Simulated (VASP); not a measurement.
# Si3Sn4 (P-43m) in VASP: further runs, part 2 of 2

VASP 6.6.1.

### 3 Relaxation of cell and atoms, PBE

This run uses another cell than the first one, of 29.02 Å³/atom, 0.967 times its volume.

File INCAR:

```
SYSTEM = Si3Sn4
PREC = Accurate ; ENCUT = 600
EDIFF = 1E-6 ; ISMEAR = 0
SIGMA = 0.2 ; LREAL = .False.
LASPH = .True. ; NELM = 100
ALGO = Normal ; ISIF = 3
LWAVE = .False. ; LCHARG = .False.
GGA = PE ; IBRION = 2
NSW = 36 ; EDIFFG = -0.08
```

File KPOINTS:

```
regular mesh
0
Gamma
  3 3 3
  0 0 0
```

File POSCAR:

```
Si3Sn4
1.0
    5.8788190000      0.0000000000      0.0000000000
    0.0000000000      5.8788190000      0.0000000000
    0.0000000000      0.0000000000      5.8788190000
Si Sn
3 4
Direct
    0.0000000000      0.5000000000      0.0000000000
    0.5000000000      0.0000000000      0.0000000000
    0.0000000000      0.0000000000      0.5000000000
    0.7500000000      0.7500000000      0.2500000000
    0.7500000000      0.2500000000      0.7500000000
    0.2500000000      0.7500000000      0.7500000000
    0.2500000000      0.2500000000      0.2500000000
```

Potentials or basis: VASP PAW PBE potentials, release 64 (Si, Sn_d).

Started as:

```console
$ cat potpaw_PBE.64/Si/POTCAR potpaw_PBE.64/Sn_d/POTCAR > POTCAR
$ mpirun -np 1 vasp_std > vasp.out
```

OUTCAR:

```text
SYSTEM = Si3Sn4
   PREC = Accurate
   ENCUT = 600
   EDIFF = 1E-6
   ISMEAR = 0
   LREAL = .False.
   LASPH = .True.
   NELM = 100
   ISIF = 3
   GGA = PE
   IBRION = 2
   NSW = 36
   EDIFFG = -0.08

 ion  position               nearest neighbor table
   1  0.000  0.500  0.000-   4 2.55   5 2.55   6 2.55   7 2.55
   2  0.500  0.000  0.000-   4 2.55   5 2.55   6 2.55   7 2.55
   3  0.000  0.000  0.500-   4 2.55   5 2.55   6 2.55   7 2.55
   4  0.750  0.750  0.250-   1 2.55   2 2.55   3 2.55
   5  0.750  0.250  0.750-   1 2.55   2 2.55   3 2.55
   6  0.250  0.750  0.750-   1 2.55   2 2.55   3 2.55
   7  0.250  0.250  0.250-   1 2.55   2 2.55   3 2.55

  LATTYP: Found a simple cubic cell.
 ALAT       =     5.8788190000

  Lattice vectors:

 A1 = (   5.8788190000,   0.0000000000,   0.0000000000)
 A2 = (   0.0000000000,   5.8788190000,   0.0000000000)
 A3 = (   0.0000000000,   0.0000000000,   5.8788190000)

Analysis of symmetry for initial positions (statically):
=====================================================================
 Subroutine PRICEL returns:
 Original cell was already a primitive cell.

 Routine SETGRP: Setting up the symmetry group for a
 simple cubic supercell.

 Subroutine GETGRP returns: Found 24 space group operations
 (whereof 24 operations were pure point group operations)
[... 159 lines left out ...]
  FORCE on cell =-STRESS in cart. coord.  units (eV):
  Direction    XX          YY          ZZ          XY          YZ          ZX
  --------------------------------------------------------------------------------------
  -------------------------------------------------------------------------------------
  Total        4.5212819      4.5212819      4.5212819      0.0000000      0.0000000      0.0000000
  in kB       35.6534783     35.6534783     35.6534783      0.0000000      0.0000000      0.0000000
  external PRESSURE =      35.6534783 kB  Pullay stress =       0.0000000 kB
[... 110 lines left out ...]
--------------------------------------- Ionic step        4  -------------------------------------------

 number of electron      67.9999972 magnetization

 E-fermi :   4.7026     XC(G=0):  -8.7436

 val. band max:        4.5128608188   @ k =   0.3333   0.0000   0.0000
 cond. band min:       4.8481658806   @ k =   0.3333   0.3333   0.0000
 fundamental gap:      0.3353050619
 Fermi energy:         4.7026173677

 k-point     1 :       0.0000    0.0000    0.0000
  band No.  band energies     occupation
      1     -16.6383      2.00000
      2     -16.6383      2.00000
      3     -16.6378      2.00000
      4     -16.6267      2.00000
      5     -16.6267      2.00000
      6     -16.6267      2.00000
[... 283 lines left out ...]
--------------------------------------- Ionic step        7  -------------------------------------------

 number of electron      67.9999982 magnetization

 Free energy of the ion-electron system (eV)
  ---------------------------------------------------
  ext. energy  EPLUGINS =         0.00000000
  ---------------------------------------------------
  free energy    TOTEN  =       -29.28416385 eV

  energy without entropy =      -29.22843676  energy(sigma->0) =      -29.25630030

 E-fermi :   4.8330     XC(G=0):  -8.9100

 val. band max:        4.6776396016   @ k =   0.3333   0.0000   0.0000
 cond. band min:       4.9602124438   @ k =   0.3333   0.3333   0.0000
 fundamental gap:      0.2825728422
 Fermi energy:         4.8329959242

 k-point     1 :       0.0000    0.0000    0.0000
  band No.  band energies     occupation
      1     -16.3424      2.00000
      2     -16.3424      2.00000
      3     -16.3354      2.00000
      4     -16.3273      2.00000
      5     -16.3273      2.00000
      6     -16.3273      2.00000
[... 195 lines left out ...]
  FREE ENERGIE OF THE ION-ELECTRON SYSTEM (eV)
  ---------------------------------------------------
  free  energy   TOTEN  =       -29.2841638474 eV

  energy  without entropy=      -29.2284367572  energy(sigma->0) =      -29.25630030

 reached required accuracy - stopping structural energy minimisation
```

OSZICAR:

```text
N       E                     dE             d eps       ncg     rms          rms(c)
DAV:   1     0.690649520706E+03    0.69065E+03   -0.36062E+04   336   0.241E+03
DAV:   2     0.653968018269E+02   -0.62525E+03   -0.61502E+03   320   0.633E+02
DAV:   3    -0.254223003696E+02   -0.90819E+02   -0.89928E+02   376   0.203E+02
[... 71 lines left out ...]
DAV:   5    -0.292842646392E+02    0.57455E-03   -0.87080E-04   464   0.194E-01    0.772E-02
DAV:   6    -0.292841641127E+02    0.10053E-03   -0.13996E-04   432   0.658E-02    0.151E-02
DAV:   7    -0.292841618811E+02    0.22316E-05   -0.17306E-05   304   0.216E-02    0.537E-03
DAV:   8    -0.292841628846E+02   -0.10035E-05   -0.34804E-06   288   0.831E-03    0.166E-03
DAV:   9    -0.292841638474E+02   -0.96274E-06   -0.51241E-07   208   0.578E-03
   7 F= -.29284164E+02 E0= -.29256300E+02  d E =-.622199E-01
```

CONTCAR:

```text
Si3Sn4
   1.00000000000000
     5.9383085785599157    0.0000000000000000    0.0000000000000000
    -0.0000000000000000    5.9383085785599157    0.0000000000000000
    -0.0000000000000000    0.0000000000000000    5.9383085785599157
  Si              Sn
     3     4
Direct
     0.0000000000000000    0.5000000000000000    0.0000000000000000
     0.5000000000000000    0.0000000000000000    0.0000000000000000
     0.0000000000000000    0.0000000000000000    0.5000000000000000
     0.7380708850331800    0.7380708850331800    0.2619291149668201
     0.7380708850331800    0.2619291149668201    0.7380708850331800
     0.2619291149668201    0.7380708850331800    0.7380708850331800
     0.2619291149668201    0.2619291149668201    0.2619291149668201

  0.00000000E+00  0.00000000E+00  0.00000000E+00
  0.00000000E+00  0.00000000E+00  0.00000000E+00
  0.00000000E+00  0.00000000E+00  0.00000000E+00
  0.00000000E+00  0.00000000E+00  0.00000000E+00
  0.00000000E+00  0.00000000E+00  0.00000000E+00
  0.00000000E+00  0.00000000E+00  0.00000000E+00
  0.00000000E+00  0.00000000E+00  0.00000000E+00
```

It took 3.2 min on 1 thread of Intel Xeon Platinum 8259CL at 2.50GHz (Skylake/Cascade Lake), shared host; peak memory 0.34 GiB.

Results:

| Item | Value |
| --- | --- |
| Free energy | -29.2842 eV |
| Relaxed volume | 29.92 Å³/atom |
| Relaxed cell | a = 5.938 Å, b = 5.938 Å, c = 5.938 Å, α = 90.00°, β = 90.00°, γ = 90.00° |
| Space group after relaxing (to 0.05 Å) | P-43m (No. 215) |
| Energy gained by relaxing | 37.6 meV/atom |
| Ionic steps | 7 |
| Pressure after relaxing | 0.0 GPa |
| Band gap on the k mesh | zero (band 34 reaches 5.96 eV, above the bottom of band 35 at 4.96 eV) |

The path:
```
step  energy change (eV)  largest force (eV/Å)  pressure (GPa)  volume (Å³)
   1              0.0000                0.8122            3.57       203.17
   2             -0.1829                0.1374           -1.36       222.77
   3             -0.2011                0.2869           -0.35       217.90
   4             -0.2192                0.2403           -0.30       216.57
   5             -0.2547                0.1051           -0.11       212.62
   6             -0.2451                0.1385            0.26       204.85
   7             -0.2633                0.0047            0.03       209.41
```

Final structure:
```
CELL_PARAMETERS angstrom
5.93831 0.00000 0.00000
0.00000 5.93831 0.00000
0.00000 0.00000 5.93831
ATOMIC_POSITIONS crystal
Si 0.00000 0.50000 0.00000
Si 0.50000 0.00000 0.00000
Si 0.00000 0.00000 0.50000
Sn 0.73807 0.73807 0.26193
Sn 0.73807 0.26193 0.73807
Sn 0.26193 0.73807 0.73807
Sn 0.26193 0.26193 0.26193
```

Levels at points of the mesh, in eV from the Fermi level:
| k point | band 31 | band 32 | band 33 | band 34 | band 35 | band 36 | band 37 | band 38 |
| --- | --- | --- | --- | --- | --- | --- | --- | --- |
| (0.00, 0.00, 0.00) | -1.13 | -1.13 | -1.13 | 1.13 | 1.13 | 1.23 | 1.23 | 1.23 |

Caveat: spin-orbit coupling is left out, which moves the levels of the heavy elements.

### 4 Single point, PBE

This run uses another cell than the first one, of 29.45 Å³/atom, 0.981 times its volume.

File INCAR:

```
PREC = Accurate
ENCUT = 520
EDIFF = 1E-6
ISMEAR = 0
SIGMA = 0.1
LREAL = False
LASPH = True
NELM = 60
ALGO = Fast
ISIF = 2
LWAVE = False
LCHARG = False
GGA = PE
NBANDS = 43
```

File KPOINTS:

```
regular mesh
0
Gamma
  6 6 6
```

File POSCAR:

```
Si3Sn4
1.0
    5.9075982352      0.0000000000      0.0000000000
    0.0000000000      5.9075982352      0.0000000000
    0.0000000000      0.0000000000      5.9075982352
Si Sn
3 4
Direct
    0.0000000000      0.5000000000      0.0000000000
    0.5000000000      0.0000000000      0.0000000000
    0.0000000000      0.0000000000      0.5000000000
    0.7351174748      0.7351174748      0.2648825252
    0.7351174748      0.2648825252      0.7351174748
    0.2648825252      0.7351174748      0.7351174748
    0.2648825252      0.2648825252      0.2648825252
```

Started as:

```console
$ cat potpaw_PBE.64/Si/POTCAR potpaw_PBE.64/Sn_d/POTCAR > POTCAR
$ mpirun -np 1 vasp_std > vasp.out
```

Run time: 3.5 min. Hardware: 1 thread of Intel Xeon Platinum 8259CL at 2.50GHz (Skylake/Cascade Lake), shared host; peak memory 0.4 GiB.

Results (log left out):

- Free energy: -29.3131 eV
- Pressure: -0.1 GPa
- Largest force: 0.007 eV/Å
- Band gap on the k mesh: zero (band 34 reaches 6.03 eV, above the bottom of band 35 at 5.02 eV)

Forces in eV/Å, atoms in the order of the input:
```
Si   0.000  0.000  0.000
Si   0.000  0.000  0.000
Si   0.000  0.000  0.000
Sn   0.004  0.004 -0.004
Sn   0.004 -0.004  0.004
Sn  -0.004  0.004  0.004
Sn  -0.004 -0.004 -0.004
```

Levels at points of the mesh, in eV from the Fermi level:
| k point | band 32 | band 33 | band 34 | band 35 | band 36 | band 37 |
| --- | --- | --- | --- | --- | --- | --- |
| (0.00, 0.00, 0.00) | -1.27 | -1.27 | 0.89 | 0.89 | 1.06 | 1.06 |
| (0.50, 0.00, 0.00) | -1.31 | -1.31 | -1.09 | 0.12 | 0.12 | 1.67 |
| (0.50, 0.50, 0.00) | -1.75 | -1.08 | -0.72 | 0.75 | 0.75 | 2.43 |
| (0.50, 0.50, 0.50) | -0.62 | -0.62 | 0.80 | 0.80 | 0.80 | 1.71 |

Caveat: spin-orbit coupling is left out, which moves the levels of the heavy elements.

### 5 Relaxation of cell and atoms, PBE

File INCAR:

```
PREC     = Accurate       # precision mode
ENCUT    = 600            # plane-wave cutoff, eV
EDIFF    = 1E-7           # SCF threshold, eV
ISMEAR   = 0              # smearing method
SIGMA    = 0.1            # smearing width, eV
LREAL    = F              # projectors in reciprocal space
LASPH    = T              # aspherical terms in the spheres
NELM     = 100            # most SCF steps
ALGO     = Fast           # electronic algorithm
ISIF     = 3              # what is computed and relaxed
LWAVE    = F              # write WAVECAR
LCHARG   = F              # write CHGCAR
GGA      = PE             # functional
IBRION   = 2              # ionic algorithm
NSW      = 100            # ionic steps
EDIFFG   = -0.01          # ionic threshold
```

File KPOINTS:

```
Automatic mesh
0
Gamma
  6 6 6
```

File POSCAR:

```
Si3Sn4
1.0
    5.9452120316      0.0000000000      0.0000000000
    0.0000000000      5.9452120316      0.0000000000
    0.0000000000      0.0000000000      5.9452120316
Si Sn
3 4
Direct
    0.0000000000      0.5000000000      0.0000000000
    0.5000000000      0.0000000000      0.0000000000
    0.0000000000      0.0000000000      0.5000000000
    0.7377962532      0.7377962532      0.2622037468
    0.7377962532      0.2622037468      0.7377962532
    0.2622037468      0.7377962532      0.7377962532
    0.2622037468      0.2622037468      0.2622037468
```

Started as:

```console
$ cat potpaw_PBE.64/Si/POTCAR potpaw_PBE.64/Sn_d/POTCAR > POTCAR
$ mpirun -np 1 vasp_std > vasp.out
```

Run time: 23 min. Hardware: 1 thread of Intel Xeon Platinum 8259CL at 2.50GHz (Skylake/Cascade Lake), shared host; peak memory 0.44 GiB.

It converged, with:

- Free energy: -29.3137 eV
- Relaxed volume: 29.43 Å³/atom
- Relaxed cell: a = 5.906 Å, b = 5.906 Å, c = 5.906 Å, α = 90.00°, β = 90.00°, γ = 90.00°
- Space group after relaxing (to 0.05 Å): P-43m (No. 215)
- Energy gained by relaxing: 1.1 meV/atom
- Ionic steps: 7
- Pressure after relaxing: 0.0 GPa
- Band gap on the k mesh: zero (band 34 reaches 6.03 eV, above the bottom of band 35 at 5.03 eV)

Step by step:
```csv
step,energy change (eV),largest force (eV/Å),pressure (GPa),volume (Å³)
1,0.0000,0.0306,-0.47,210.14
2,-0.0037,0.0874,0.09,207.49
3,-0.0038,0.0825,0.02,207.74
4,-0.0049,0.0676,0.02,207.46
5,-0.0073,0.0279,0.00,206.65
6,-0.0063,0.0506,-0.05,205.03
7,-0.0078,0.0003,-0.01,206.04
```

Final structure:
```cif
data_structure
_symmetry_space_group_name_H-M 'P 1'
_symmetry_Int_Tables_number 1
_cell_length_a 5.9063
_cell_length_b 5.9063
_cell_length_c 5.9063
_cell_angle_alpha 90.000
_cell_angle_beta 90.000
_cell_angle_gamma 90.000
_cell_volume 206.04
loop_
_atom_site_label
_atom_site_type_symbol
_atom_site_fract_x
_atom_site_fract_y
_atom_site_fract_z
_atom_site_occupancy
Si1 Si 0.00000 0.50000 0.00000 1
Si2 Si 0.50000 0.00000 0.00000 1
Si3 Si 0.00000 0.00000 0.50000 1
Sn1 Sn 0.73515 0.73515 0.26485 1
Sn2 Sn 0.73515 0.26485 0.73515 1
Sn3 Sn 0.26485 0.73515 0.73515 1
Sn4 Sn 0.26485 0.26485 0.26485 1
```

Levels at points of the mesh, in eV from the Fermi level:
```tsv
k point	band 32	band 33	band 34	band 35	band 36	band 37
(0.00, 0.00, 0.00)	-1.27	-1.27	0.89	0.89	1.06	1.06
(0.50, 0.00, 0.00)	-1.31	-1.31	-1.09	0.12	0.12	1.67
(0.50, 0.50, 0.00)	-1.75	-1.08	-0.72	0.75	0.75	2.43
(0.50, 0.50, 0.50)	-0.62	-0.62	0.80	0.80	0.80	1.71
```

Caveat: spin-orbit coupling is left out, which moves the levels of the heavy elements.

### 6 Summary

| task | cell | k mesh | cutoff (eV) | smearing | gap on the mesh (eV) | pressure (GPa) | relaxed volume (Å³/atom) | largest force (eV/Å) |
| --- | --- | --- | --- | --- | --- | --- | --- | --- |
| single point | a = 5.945 Å, 7 atoms | 3 × 3 × 3 | 520 | gaussian 0.2 eV | none | -0.1 | - | 0.03 |
| relaxation of cell and atoms | relaxed from a = 5.879 Å, 7 atoms | 3 × 3 × 3 | 600 | gaussian 0.2 eV | none | 0.0 | 29.92 | - |
| single point | a = 5.908 Å, 7 atoms | 6 × 6 × 6 | 520 | gaussian 0.1 eV | none | -0.1 | - | 0.01 |
| relaxation of cell and atoms | relaxed from a = 5.945 Å, 7 atoms | 6 × 6 × 6 | 600 | gaussian 0.1 eV | none | 0.0 | 29.43 | - |

Alike in all rows: level PBE; potentials or basis VASP PAW PBE potentials, release 64 (Si, Sn_d); no spin polarisation.

Caveats: spin-orbit coupling is left out, which moves the levels of the heavy elements.

Total energies depend on the potentials used, so only differences within one code and one set of settings carry meaning.
